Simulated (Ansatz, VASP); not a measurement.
**Two plane-wave programs on Ba2Na**

```
CELL_PARAMETERS angstrom
-3.71467 3.71467 6.30578
3.71467 -3.71467 6.30578
3.71467 3.71467 -6.30578
ATOMIC_POSITIONS crystal
Na 0.00000 0.00000 0.00000
Na 0.75000 0.25000 0.50000
Ba 0.29625 0.29625 0.00000
Ba 0.04625 0.54625 0.50000
Ba 0.45375 0.95375 0.50000
Ba 0.70375 0.70375 0.00000
```

Alike in both runs: functional PBE; k mesh 4 × 4 × 4; occupations gaussian, width 0.1 eV; no spin polarisation.

Ansatz relaxed the structure, and its values are those at the end. VASP's run is a single point on that final structure, the one shown.

```csv
,VASP,Ansatz
version,VASP 6.6.1,Ansatz 0.2.0
potentials or method,"VASP PAW PBE potentials, release 64 (Na_pv, Ba_sv), cutoff 520 eV","scalar-relativistic, plane waves, PAW"
valence electrons in the cell,54,58
```

```csv
,VASP,Ansatz,Ansatz less VASP
gap on the k mesh at the Fermi level (eV),none,none,-
pressure (GPa),0.0,0.0,-0.02
rms of the force components (eV/Å),0.009,0.009,+0.0002
```

A gap of «none» marks a metal or a gap that the smearing closes. The functional is the same, so the differences come from potentials, cutoffs and numerics. VASP's potentials hold 54 valence electrons a cell and Ansatz's 58, so a difference there can come from the potentials and not from the codes.

Spin-orbit coupling is off throughout.
